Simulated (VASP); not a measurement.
Here is a VASP 6.6.1 calculation.

File INCAR:

```
SYSTEM = Ru5C
PREC     = Accurate       ! precision mode
ENCUT    = 520            ! plane-wave cutoff, eV
EDIFF    = 1E-6           ! SCF threshold, eV
ISMEAR   = 0              ! smearing method
SIGMA    = 0.1            ! smearing width, eV
LREAL    = .FALSE.        ! projectors in reciprocal space
LASPH    = .TRUE.         ! aspherical terms in the spheres
NELM     = 80             ! most SCF steps
ALGO     = Normal         ! electronic algorithm
ISIF     = 2              ! what is computed and relaxed
LWAVE    = .FALSE.        ! write WAVECAR
LCHARG   = .FALSE.        ! write CHGCAR
LDIPOL   = .TRUE.       
IDIPOL   = 3            
DIPOL    = 0.5 0.5 0.384
NBANDS   = 46             ! bands
```

Contents of KPOINTS:

```
regular mesh
0
G
  12 12 1
  0 0 0
```

The input POSCAR:

```
Ru5C
1.0
    2.6740588505      0.0000000000      0.0000000000
   -1.3370294252      2.3158028957      0.0000000000
    0.0000000000      0.0000000000     23.8999247755
Ru C
5 1
Direct
    0.6666666667      0.3333333333      0.1673645435
    0.3333333333      0.6666666666      0.2557907839
    0.6666666667      0.3333333333      0.3443582822
    0.3333333333      0.6666666666      0.4334512798
    0.6666666667      0.3333333333      0.5188269374
    1.0000000000      0.5000000000      0.5848998114
```

Potentials or basis: VASP PAW LDA potentials, release 64 (Ru_pv, C).

Run with:

```bash
$ cat potpaw_LDA.64/Ru_pv/POTCAR potpaw_LDA.64/C/POTCAR > POTCAR
$ mpirun -np 1 vasp_std > vasp.out
```

(1) What does it give for the largest force?

(2) Predict the band gap on the k mesh.

## Answers

(1) 2.038 eV/Å.

(2) zero (bands 37 and 38 overlap by 2.69 eV).
